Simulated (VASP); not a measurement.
Wanted: the native input for a VASP 6.6.1 run.

* Task: single point
* Functional: PBEsol
* Potentials or basis: VASP PAW PBE potentials, release 64 (Si, Ni)
* Cutoff: 520 eV
* k mesh: 12 × 12 × 10
* Occupations: gaussian, width 0.15 eV
* Spin: no spin polarisation
* Dipole correction: no
* Further INCAR settings: ALGO = Fast; EDIFF = 1e-06; NBANDS = 33

The structure of SiNi2 lies in POSCAR:

```
SiNi2
1.0
    3.9264905792      0.0000000000      0.0000000000
   -1.9632452896      3.4004405893      0.0000000000
    0.0000000000      0.0000000000      4.9169852794
Si Ni
2 4
Direct
    0.3333333333      0.6666666667      0.7500000000
    0.6666666667      0.3333333333      0.2500000000
    0.0000000000      0.0000000000      0.0000000000
    0.0000000000      0.0000000000      0.5000000000
    0.3333333333      0.6666666667      0.2500000000
    0.6666666667      0.3333333333      0.7500000000
```

This cell differs from its parent crystal: strain +0.015 along x and y, +0.000 along z.

The input as run:

INCAR

```
ALGO = Fast
EDIFF = 1E-6
ENCUT = 520
GGA = PS
ISIF = 2
ISMEAR = 0
LASPH = True
LCHARG = True
LELF = True
LREAL = False
LVHAR = True
LWAVE = False
NBANDS = 33
NELM = 60
PREC = Accurate
SIGMA = 0.15
```

KPOINTS

```
k-points
0
Gamma
  12 12 10
```

Potentials or basis: VASP PAW PBE potentials, release 64 (Si, Ni).

Launch:

```console
$ cat potpaw_PBE.64/Si/POTCAR potpaw_PBE.64/Ni/POTCAR > POTCAR
$ mpirun -np 1 vasp_std > vasp.out
```

Results of the run:

* Pressure: -6.3 GPa
* Band gap on the k mesh: zero (bands 24 and 25 overlap by 3.08 eV)

Caveat: the cell differs from its parent crystal (strain +0.015 along x and y, +0.000 along z); the cell stands under tension; the PAW data sets were made with another functional, which shifts forces and pressure a little.

Run time: 9.6 min on 1 thread of Intel Xeon 8259CL, on a shared host, peak memory 0.32 GiB.
